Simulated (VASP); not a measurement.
# Te (Im-3m) in VASP: a series of runs

Te is run at these levels: LDA; tasks: relaxation of cell and atoms.

All numbers are computed with VASP 6.6.1; they aren't measurements. Logs are shortened: lines on timing, memory, paths and dates and some standing lists are left out, and cuts for length are marked.

### Step 1. The cell of the first run

It takes space group Im-3m (No. 229, cubic). Conventional cell: a = 2.800 Å, b = 2.800 Å, c = 2.800 Å, α = 90.00°, β = 90.00°, γ = 90.00°. Within 3.2 Å of Te (site symmetry m-3m) lie 14 Te at 2.42 to 2.80 Å.

### Step 2. Relaxation of cell and atoms, LDA, target pressure 450 GPa, at which the enthalpy is minimised

File INCAR:

```
PREC = Accurate
ENCUT = 600
EDIFF = 1E-6
ISMEAR = -1
SIGMA = 0.05
LREAL = F
LASPH = T
NELM = 60
ALGO = Normal
ISIF = 3
LWAVE = F
LCHARG = F
IBRION = 2
NSW = 32
EDIFFG = -0.005
PSTRESS = 4500.0
```

File KPOINTS:

```
regular mesh
0
Gamma
  19 19 19
```

File POSCAR:

```
Te
1.0
   -1.4000702270      1.4000702270      1.4000702270
    1.4000702270     -1.4000702270      1.4000702270
    1.4000702270      1.4000702270     -1.4000702270
Te
1
Direct
    0.0000000000      0.0000000000      0.0000000000
```

Potentials or basis: VASP PAW LDA potentials, release 64 (Te).

Command:

```sh
> cat potpaw_LDA.64/Te/POTCAR > POTCAR
> mpirun -np 1 vasp_std > vasp.out
```

OUTCAR:

```text
PREC = Accurate
   ENCUT = 600
   EDIFF = 1E-6
   ISMEAR = -1
   LREAL = F
   LASPH = T
   NELM = 60
   ISIF = 3
   IBRION = 2
   NSW = 32
   EDIFFG = -0.005
   PSTRESS = 4500.0

 ion  position               nearest neighbor table
   1  0.000  0.000  0.000-

  LATTYP: Found a body centered cubic cell.
 ALAT       =     2.8001404540

  Lattice vectors:

 A1 = (  -1.4000702270,   1.4000702270,   1.4000702270)
 A2 = (   1.4000702270,  -1.4000702270,   1.4000702270)
 A3 = (   1.4000702270,   1.4000702270,  -1.4000702270)

Analysis of symmetry for initial positions (statically):
=====================================================================
 Subroutine PRICEL returns:
 Original cell was already a primitive cell.

 Routine SETGRP: Setting up the symmetry group for a
 body centered cubic supercell.

 Subroutine GETGRP returns: Found 48 space group operations
 (whereof 48 operations were pure point group operations)
 out of a pool of 48 trial point group operations.

The static configuration has the point symmetry O_h .

Analysis of symmetry for dynamics (positions and initial velocities):
=====================================================================
 Subroutine PRICEL returns:
 Original cell was already a primitive cell.

 Routine SETGRP: Setting up the symmetry group for a
 body centered cubic supercell.

 Subroutine GETGRP returns: Found 48 space group operations
 (whereof 48 operations were pure point group operations)
 out of a pool of 48 trial point group operations.

The dynamic configuration has the point symmetry O_h .

 Subroutine INISYM returns: Found 48 space group operations
 (whereof 48 operations are pure point group operations),
 and found     1 'primitive' translations

----------------------------------------------------------------------------------------

                                     Primitive cell

  volume of cell :      10.9777

  direct lattice vectors                    reciprocal lattice vectors
    -1.400070227  1.400070227  1.400070227     0.000000000  0.357124943  0.357124943
     1.400070227 -1.400070227  1.400070227     0.357124943  0.000000000  0.357124943
     1.400070227  1.400070227 -1.400070227     0.357124943  0.357124943  0.000000000

  length of vectors
     2.424992767  2.424992767  2.424992767     0.505050938  0.505050938  0.505050938

  position of ions in fractional coordinates (direct lattice)
     0.000000000  0.000000000  0.000000000

  ion indices of the primitive-cell ions
   primitive index   ion index
                 1           1

----------------------------------------------------------------------------------------

 KPOINTS: regular mesh

Automatic generation of k-mesh.
 Grid dimensions read from file:
 generate k-points for:   19   19   19

 Generating k-lattice:

  Cartesian coordinates                     Fractional coordinates (reciprocal lattice)
     0.000000000  0.018796050  0.018796050     0.052631579  0.000000000  0.000000000
     0.018796050  0.000000000  0.018796050     0.000000000  0.052631579  0.000000000
     0.018796050  0.018796050  0.000000000     0.000000000  0.000000000  0.052631579

  Length of vectors
     0.026581628  0.026581628  0.026581628

  Shift w.r.t. Gamma in fractional coordinates (k-lattice)
     0.000000000  0.000000000  0.000000000

 Subroutine IBZKPT returns following result:
 ===========================================

 Found    220 irreducible k-points:

 Following reciprocal coordinates:
            Coordinates               Weight
  0.000000  0.000000  0.000000      1.000000
  0.052632  0.000000  0.000000     12.000000
  0.105263  0.000000  0.000000     12.000000
  0.157895  0.000000  0.000000     12.000000
  0.210526  0.000000  0.000000     12.000000
  0.263158  0.000000  0.000000     12.000000
[... 16 lines left out ...]
  0.263158  0.105263  0.000000     48.000000
  0.315789  0.105263  0.000000     48.000000
 [... further k-points ...]
   k-points           NKPTS =    220   k-points in BZ     NKDIM =    220   number of bands    NBANDS=      7
   number of dos      NEDOS =    301   number of ions     NIONS =      1
   total plane-waves  NPLWV =   8000
   dimension x,y,z NGX =    20 NGY =   20 NGZ =   20
   dimension x,y,z NGXF=    40 NGYF=   40 NGZF=   40
   ions per type =               1
   NGX,Y,Z   is equivalent  to a cutoff of  13.71, 13.71, 13.71 a.u.
   NGXF,Y,Z  is equivalent  to a cutoff of  27.42, 27.42, 27.42 a.u.
 SYSTEM =  unknown system
   PREC   = accura    normal or accurate (medium, high low for compatibility)
   ISTART =      0    job   : 0-new  1-cont  2-samecut
   ICHARG =      2    charge: 1-file 2-atom 10-const
   ISPIN  =      1    spin polarized calculation?
   LNONCOLLINEAR =      F non collinear calculations
   LSORBIT =      F    spin-orbit coupling
   LASPH  =      T    aspherical Exc in radial PAW
   ENCUT  =  600.0 eV  44.10 Ry    6.64 a.u.   4.84  4.84  4.84*2*pi/ulx,y,z
   NELM   =     60;   NELMIN=  2; NELMDL= -5     # of ELM steps
   EDIFF  = 0.1E-05   stopping-criterion for ELM
   LREAL  =      F    real-space projection
   EDIFFG = -.5E-02   stopping-criterion for IOM
   NSW    =     32    number of steps for IOM
   IBRION =      2    ionic relax: 0-MD 1-quasi-New 2-CG
   NFREE  =      1    steps in history (QN), initial steepest desc. (CG)
   ISIF   =      3    stress and relaxation
   ISYM   =      2    0-nonsym 1-usesym 2-fastsym
   POTIM  = 0.5000    time-step for ionic-motion
   TEBEG  =    0.0;   TEEND  =   0.0 temperature during run
   PSTRESS= 4500.0 pullay stress
   NELECT =       6.0000    total number of electrons
   NUPDOWN=      -1.0000    fix difference up-down
   EMIN   =  10.00;   EMAX   =-10.00  energy-range for DOS
   EFERMI =   0.00;   METHOD = LEGACY
   ISMEAR =    -1;   SIGMA  =   0.05  broadening in eV -4-tet -1-fermi 0-gaus
   EFERMI_NEDOS =   21; number of points for ismear=-14 and -15
   IALGO  =     38    algorithm
   IMIX   =      4    mixing-type and parameters
     AMIX     =   0.40;   BMIX     =  1.00
     AMIX_MAG =   1.60;   BMIX_MAG =  1.00
  volume/ion in A,a.u.               =      10.98        74.08
  Fermi-wavevector in a.u.,A,eV,Ry     =   1.338511  2.529420 24.376374  1.791613
  Thomas-Fermi vector in A             =   2.466976
   LORBIT       =      0    0 simple, 1 ext, 2 COOP (PROOUT), +10 PAW based schemes
   GGA     = CA    functional components
   LHFCALC =     F    Hartree Fock is set to
   AEXX    =    0.0000 exact exchange contribution
   IVDW    =     0    specifies the selected vdW correction
   LEPSILON=     F    determine dielectric tensor
   LRPA    =     F    only Hartree local field effects (RPA)
 conjugate gradient relaxation of ions
 non-spin polarized calculation
  energy-cutoff  :      600.00
  volume of cell :       10.98
 maximum number of plane-waves:       378
   NGX =  9   NGY =  9   NGZ =  9

--------------------------------------- Ionic step        1  -------------------------------------------

 number of electron       6.0000000 magnetization

 Free energy of the ion-electron system (eV)
  ---------------------------------------------------
  ext. energy  EPLUGINS =         0.00000000
  ---------------------------------------------------
  free energy    TOTEN  =         6.43240482 eV

  energy without entropy =        6.43535577  energy(sigma->0) =        6.43388029

------------------------ aborting loop because EDIFF is reached ----------------------------------------

  FORCE on cell =-STRESS in cart. coord.  units (eV):
  Direction    XX          YY          ZZ          XY          YZ          ZX
  --------------------------------------------------------------------------------------
  -------------------------------------------------------------------------------------
  Total       31.7029846     31.7029846     31.7029846      0.0000000     -0.0000000      0.0000000
  in kB     4627.0189638   4627.0189638   4627.0189638      0.0000000     -0.0000000      0.0000000
  external PRESSURE =     127.0189638 kB  Pullay stress =    4500.0000000 kB
[... 96 lines left out ...]
  enthalpy is  TOTEN    =        37.2615298360 eV   P V=       31.1073844433

--------------------------------------- Ionic step        4  -------------------------------------------

 number of electron       6.0000000 magnetization

 Free energy of the ion-electron system (eV)
  ---------------------------------------------------
  ext. energy  EPLUGINS =         0.00000000
  ---------------------------------------------------
  free energy    TOTEN  =         6.17347160 eV

  energy without entropy =        6.17645630  energy(sigma->0) =        6.17496395

 E-fermi :  28.3646     XC(G=0): -14.7670

 val. band max:       28.3623837540   @ k =  -0.3158   0.3684   0.0526
 cond. band min:      28.3827720325   @ k =   0.4737   0.0526   0.0000
 fundamental gap:      0.0203882785
 Fermi energy:        28.3646104326

 k-point     1 :       0.0000    0.0000    0.0000
  band No.  band energies     occupation
      1       1.5304      2.00000
      2      36.9715      0.00000
      3      36.9715      0.00000
      4      36.9715      0.00000
      5      40.6875      0.00000
      6      40.6875      0.00000
      7      40.6875      0.00000
[... 221 lines left out ...]
 k-point    24 :       0.3158    0.1053    0.0000
  band No.  band energies     occupation
      1       7.8172      2.00000
      2      19.2563      2.00000
      3      27.2123      2.00000
      4      30.4649      0.00000
      5      36.0957      0.00000
      6      39.5492      0.00000
      7      41.9797      0.00000

 [... further k-points ...]
[... 5 lines left out ...]
  --------------------------------------------------------------------------------------
  -------------------------------------------------------------------------------------
  Total       31.0876611     31.0876611     31.0876611      0.0000000      0.0000000      0.0000000
  in kB     4499.9454352   4499.9454352   4499.9454352      0.0000000      0.0000000      0.0000000
  external PRESSURE =      -0.0545648 kB  Pullay stress =    4500.0000000 kB
[... 16 lines left out ...]
  FREE ENERGIE OF THE ION-ELECTRON SYSTEM (eV)
  ---------------------------------------------------
  free  energy   TOTEN  =         6.1734716032 eV

  energy  without entropy=        6.1764562983  energy(sigma->0) =        6.17496395

  enthalpy is  TOTEN    =        37.2615097092 eV   P V=       31.0880381060

 reached required accuracy - stopping structural energy minimisation
```

Wall time 31 s (1 thread of Intel Xeon 6975P-C (Granite Rapids), shared host); peak memory 0.14 GiB.

Results:

| Item | Value |
| --- | --- |
| Free energy | 6.1735 eV |
| Relaxed volume | 11.07 Å³/atom |
| Relaxed cell | a = 2.432 Å, b = 2.432 Å, c = 2.432 Å, α = 109.47°, β = 109.47°, γ = 109.47° |
| Space group after relaxing (to 0.05 Å) | Im-3m (No. 229) |
| Energy change on relaxing (the enthalpy is what falls) | -258.9 meV/atom |
| Ionic steps | 4 |
| Pressure after relaxing | 450.0 GPa |
| Band gap on the k mesh | zero (band 3 reaches 36.97 eV, above the bottom of band 4 at 19.66 eV) |

The path:
```tsv
step	energy change (eV)	largest force (eV/Å)	pressure (GPa)	volume (Å³)
1	0.0000	0.0000	462.70	10.98
2	-3.3822	0.0000	302.29	12.42
3	-0.2783	0.0000	449.05	11.08
4	-0.2589	0.0000	449.99	11.07
```

Final structure:
```
Te
1.0
    -1.40392    1.40392    1.40392
     1.40392   -1.40392    1.40392
     1.40392    1.40392   -1.40392
Te
1
Direct
  0.00000 0.00000 0.00000
```

Caveat: the cell is relaxed towards a set pressure, so the enthalpy falls and the energy may rise; spin-orbit coupling is left out, which moves the levels of the heavy elements.

### Step 3. Relaxation of cell and atoms, LDA

This run uses another cell than the first one, of 29.00 Å³/atom, 2.642 times its volume.

File INCAR:

```
SYSTEM = Te
ALGO = Normal ; EDIFF = 1E-6
EDIFFG = -0.005 ; ENCUT = 600
IBRION = 2 ; ISIF = 3
ISMEAR = -1 ; LASPH = .TRUE.
LCHARG = .FALSE. ; LREAL = .FALSE.
LWAVE = .FALSE. ; NELM = 60
NSW = 60 ; PREC = Accurate
SIGMA = 0.05
```

File KPOINTS:

```
k-points
0
G
  19 19 19
  0 0 0
```

File POSCAR:

```
Te
1.0
   -1.9354383203      1.9354383203      1.9354383203
    1.9354383203     -1.9354383203      1.9354383203
    1.9354383203      1.9354383203     -1.9354383203
Te
1
Direct
    0.0000000000      0.0000000000      0.0000000000
```

Potentials or basis: VASP PAW LDA potentials, release 64 (Te).

Command:

```sh
> cat potpaw_LDA.64/Te/POTCAR > POTCAR
> mpirun -np 1 vasp_std > vasp.out
```

OUTCAR:

```text
SYSTEM = Te
   EDIFF = 1E-6
   EDIFFG = -0.005
   ENCUT = 600
   IBRION = 2
   ISIF = 3
   ISMEAR = -1
   LASPH = .TRUE.
   LREAL = .FALSE.
   NELM = 60
   NSW = 60
   PREC = Accurate

 ion  position               nearest neighbor table
   1  0.000  0.000  0.000-

  LATTYP: Found a body centered cubic cell.
 ALAT       =     3.8708766406

  Lattice vectors:

 A1 = (  -1.9354383203,   1.9354383203,   1.9354383203)
 A2 = (   1.9354383203,  -1.9354383203,   1.9354383203)
 A3 = (   1.9354383203,   1.9354383203,  -1.9354383203)

Analysis of symmetry for initial positions (statically):
=====================================================================
 Subroutine PRICEL returns:
 Original cell was already a primitive cell.

 Routine SETGRP: Setting up the symmetry group for a
 body centered cubic supercell.

 Subroutine GETGRP returns: Found 48 space group operations
 (whereof 48 operations were pure point group operations)
 out of a pool of 48 trial point group operations.

The static configuration has the point symmetry O_h .

Analysis of symmetry for dynamics (positions and initial velocities):
=====================================================================
 Subroutine PRICEL returns:
 Original cell was already a primitive cell.

 Routine SETGRP: Setting up the symmetry group for a
 body centered cubic supercell.

 Subroutine GETGRP returns: Found 48 space group operations
 (whereof 48 operations were pure point group operations)
 out of a pool of 48 trial point group operations.

The dynamic configuration has the point symmetry O_h .

 Subroutine INISYM returns: Found 48 space group operations
 (whereof 48 operations are pure point group operations),
 and found     1 'primitive' translations

----------------------------------------------------------------------------------------
[... 116 lines left out ...]
   GGA     = CA    functional components
   LHFCALC =     F    Hartree Fock is set to
   AEXX    =    0.0000 exact exchange contribution
   IVDW    =     0    specifies the selected vdW correction
   LEPSILON=     F    determine dielectric tensor
   LRPA    =     F    only Hartree local field effects (RPA)
 conjugate gradient relaxation of ions
 non-spin polarized calculation
  energy-cutoff  :      600.00
  volume of cell :       29.00
 maximum number of plane-waves:       978
   NGX = 13   NGY = 13   NGZ = 13

--------------------------------------- Ionic step        1  -------------------------------------------

 number of electron       5.9999999 magnetization

 Free energy of the ion-electron system (eV)
  ---------------------------------------------------
  ext. energy  EPLUGINS =         0.00000000
  ---------------------------------------------------
  free energy    TOTEN  =        -3.54695975 eV

  energy without entropy =       -3.54017261  energy(sigma->0) =       -3.54356618

------------------------ aborting loop because EDIFF is reached ----------------------------------------

  FORCE on cell =-STRESS in cart. coord.  units (eV):
  Direction    XX          YY          ZZ          XY          YZ          ZX
  --------------------------------------------------------------------------------------
  -------------------------------------------------------------------------------------
  Total       -0.8466797     -0.8466797     -0.8466797      0.0000000      0.0000000     -0.0000000
  in kB      -46.7769329    -46.7769329    -46.7769329      0.0000000      0.0000000     -0.0000000
  external PRESSURE =     -46.7769329 kB  Pullay stress =       0.0000000 kB
[... 57 lines left out ...]
--------------------------------------- Ionic step        3  -------------------------------------------

 number of electron       6.0000000 magnetization

 Free energy of the ion-electron system (eV)
  ---------------------------------------------------
  ext. energy  EPLUGINS =         0.00000000
  ---------------------------------------------------
  free energy    TOTEN  =        -3.58348407 eV

  energy without entropy =       -3.57671694  energy(sigma->0) =       -3.58010051

 E-fermi :   8.6721     XC(G=0): -10.5117

 val. band max:        8.6626938955   @ k =   0.3158   0.2632   0.0526
 cond. band min:       8.6746133747   @ k =  -0.3158   0.3684   0.0526
 fundamental gap:      0.0119194791
 Fermi energy:         8.6721277382

 k-point     1 :       0.0000    0.0000    0.0000
  band No.  band energies     occupation
      1      -5.7569      2.00000
      2      11.9344      0.00000
      3      11.9344      0.00000
      4      11.9344      0.00000
      5      18.6185      0.00000
      6      18.6185      0.00000
      7      19.2226      0.00000
[... 221 lines left out ...]
 k-point    24 :       0.3158    0.1053    0.0000
  band No.  band energies     occupation
      1      -3.2036      2.00000
      2       3.9893      2.00000
      3       8.2508      1.99956
      4      10.3688      0.00000
      5      15.1993      0.00000
      6      16.5552      0.00000
      7      19.6360      0.00000

 [... further k-points ...]
[... 5 lines left out ...]
  --------------------------------------------------------------------------------------
  -------------------------------------------------------------------------------------
  Total       -0.0029017     -0.0029017     -0.0029017     -0.0000000      0.0000000     -0.0000000
  in kB       -0.1741891     -0.1741891     -0.1741891     -0.0000000      0.0000000     -0.0000000
  external PRESSURE =      -0.1741891 kB  Pullay stress =       0.0000000 kB
[... 16 lines left out ...]
  FREE ENERGIE OF THE ION-ELECTRON SYSTEM (eV)
  ---------------------------------------------------
  free  energy   TOTEN  =        -3.5834840744 eV

  energy  without entropy=       -3.5767169372  energy(sigma->0) =       -3.58010051

 reached required accuracy - stopping structural energy minimisation
```

OSZICAR:

```text
N       E                     dE             d eps       ncg     rms          rms(c)
DAV:   1     0.126181074789E+02    0.12618E+02   -0.25759E+03  3087   0.748E+02
DAV:   2    -0.322740870545E+01   -0.15846E+02   -0.15393E+02  4228   0.806E+01
DAV:   3    -0.355168870048E+01   -0.32428E+00   -0.32304E+00  3738   0.132E+01
[... 19 lines left out ...]
DAV:   2    -0.359009469043E+01    0.14563E-01   -0.17596E-02  3311   0.986E-01    0.424E-01
DAV:   3    -0.358358840018E+01    0.65063E-02   -0.14060E-02  3255   0.632E-01    0.516E-01
DAV:   4    -0.358351158345E+01    0.76817E-04   -0.30741E-04  4501   0.129E-01    0.517E-01
DAV:   5    -0.358348492707E+01    0.26656E-04   -0.13274E-05  3451   0.271E-02    0.647E-02
DAV:   6    -0.358348407442E+01    0.85265E-06   -0.57801E-07  3955   0.535E-03
   3 F= -.35834841E+01 E0= -.35801005E+01  d E =-.365243E-01
```

CONTCAR:

```text
Te
   1.00000000000000
    -1.8826157132933869    1.8826157132933869    1.8826157132933869
     1.8826157132933869   -1.8826157132933869    1.8826157132933869
     1.8826157132933869    1.8826157132933869   -1.8826157132933869
  Te
     1
Direct
     0.0000000000000000    0.0000000000000000    0.0000000000000000

  0.00000000E+00  0.00000000E+00  0.00000000E+00
```

Run time: 3.1 min. Hardware: 1 thread of AMD EPYC 7R43 (Zen 3), shared host; peak memory 0.15 GiB.

Results:

| Item | Value |
| --- | --- |
| Free energy | -3.5835 eV |
| Relaxed volume | 26.69 Å³/atom |
| Relaxed cell | a = 3.261 Å, b = 3.261 Å, c = 3.261 Å, α = 109.47°, β = 109.47°, γ = 109.47° |
| Space group after relaxing (to 0.05 Å) | Im-3m (No. 229) |
| Energy gained by relaxing | 36.5 meV/atom |
| Ionic steps | 3 |
| Pressure after relaxing | 0.0 GPa |
| Band gap on the k mesh | zero (band 3 reaches 11.93 eV, above the bottom of band 4 at 5.51 eV) |

The path:
| step | energy change (eV) | largest force (eV/Å) | pressure (GPa) | volume (Å³) |
| --- | --- | --- | --- | --- |
| 1 | 0.0000 | 0.0000 | -4.68 | 29.00 |
| 2 | -0.0261 | 0.0000 | 3.17 | 25.59 |
| 3 | -0.0365 | 0.0000 | -0.02 | 26.69 |

Final structure:
```xyz
1
Lattice="-1.8826 1.8826 1.8826 1.8826 -1.8826 1.8826 1.8826 1.8826 -1.8826" Properties=species:S:1:pos:R:3 pbc="T T T"
Te    0.0000    0.0000    0.0000
```

Caveat: spin-orbit coupling is left out, which moves the levels of the heavy elements.
